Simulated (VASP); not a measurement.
Crystal: SiC (Moissanite 3C).

```xyz
2
Lattice="0.0000 2.1934 2.1934 2.1934 0.0000 2.1934 2.1934 2.1934 0.0000" Properties=species:S:1:pos:R:3 pbc="T T T"
Si    0.0000    0.0000    0.0000
C     3.2901    3.2901    3.2901
```

Base run:

| Property | Result |
| --- | --- |
| Program | VASP 6.6.1 |
| Functional | RPBE |
| Potentials or basis | VASP PAW PBE potentials, release 64 (Si, C) |
| Cutoff | 600 eV |
| k mesh | 10 × 10 × 10 |
| Occupations | fermi-dirac, width 0.05 eV |
| Spin | no spin polarisation |

Its results: band gap on the k mesh 1.38 eV, indirect (least direct gap 4.52 eV); pressure 1.5 GPa.

Task: The run is repeated on the same cell with these changes: functional from RPBE to PBEsol; cutoff from 600 eV to 520 eV. What comes out?

Result: Band gap on the k mesh 1.25 eV, indirect (least direct gap 4.42 eV); pressure -4.1 GPa.

PBEsol binds more tightly than RPBE, so the same cell stands under less pressure.

Caveats: the PAW data sets were made with another functional, which shifts forces and pressure a little.

A k mesh can miss the band edges.
